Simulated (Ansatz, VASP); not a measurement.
## ZnSe: VASP beside Ansatz

POSCAR

```
ZnSe
1.0
    0.0000000000      2.8667540572      2.8667540572
    2.8667540572      0.0000000000      2.8667540572
    2.8667540572      2.8667540572      0.0000000000
Zn Se
1 1
Direct
    0.0000000000      0.0000000000      0.0000000000
    0.2500000000      0.2500000000      0.2500000000
```

The input INCAR.step1:

```
SYSTEM = ZnSe
  PREC = Accurate
  ENCUT = 550
  ISMEAR = 0
  SIGMA = 0.05
  LREAL = .FALSE.
  LASPH = .TRUE.
  NELM = 120
  NBANDS = 16
  GGA = PE
  ALGO = Normal
  EDIFF = 1E-5
  LWAVE = .TRUE.
  LCHARG = .FALSE.
  GGA_COMPAT = .FALSE.
```

Contents of INCAR.step2:

```
SYSTEM = ZnSe
  PREC = Accurate
  ENCUT = 550
  EDIFF = 1E-6
  ISMEAR = 0
  SIGMA = 0.05
  LREAL = .FALSE.
  LASPH = .TRUE.
  NELM = 120
  ALGO = Normal
  ISIF = 2
  LWAVE = .FALSE.
  LCHARG = .FALSE.
  METAGGA = R2SCAN
  LMIXTAU = .TRUE.
  NBANDS = 16
  ISTART = 1
  GGA_COMPAT = .FALSE.
```

KPOINTS

```
Automatic mesh
0
G
  6 6 6
  0 0 0
```

Input for Ansatz:

```yaml
crystal:
  lattice:
    - [0.0, 2.8667540572, 2.8667540572]
    - [2.8667540572, 0.0, 2.8667540572]
    - [2.8667540572, 2.8667540572, 0.0]
  atoms:
    - { symbol: Zn, position: [0.0, 0.0, 0.0] }
    - { symbol: Se, position: [0.25, 0.25, 0.25] }
basis:
  ecutwfc: 500
  ecutrho_ratio: 4
kpoints:
  mp_grid: { grid: [6, 6, 6] }
hamiltonian:
  xc: r2scan
scf:
  occupations: { method: gaussian, width: 0.05 }
output:
  forces: true
  stress: true
  eigenvalues: true
```

Alike in both runs: task single point; functional r2SCAN; k mesh 6 × 6 × 6; occupations gaussian, width 0.05 eV; no spin polarisation.

|  | VASP | Ansatz |
| --- | --- | --- |
| version | VASP 6.6.1 | Ansatz 0.2.0 |
| potentials or method | VASP PAW PBE potentials, release 64 (Zn, Se), cutoff 550 eV | scalar-relativistic, plane waves, PAW |
| valence electrons in the cell | 18 | 28 |

```csv
,VASP,Ansatz,Ansatz less VASP
gap on the k mesh at the Fermi level (eV),1.72,1.72,-0.002
least direct gap on the mesh (eV),1.72,1.72,-0.002
pressure (GPa),-2.1,-2.1,-0.06
```

VASP's potentials were made for PBE, not for r2SCAN. The functional is the same, so the differences come from potentials, cutoffs and numerics. VASP's potentials hold 18 valence electrons a cell and Ansatz's 28, so a difference there can come from the potentials and not from the codes.
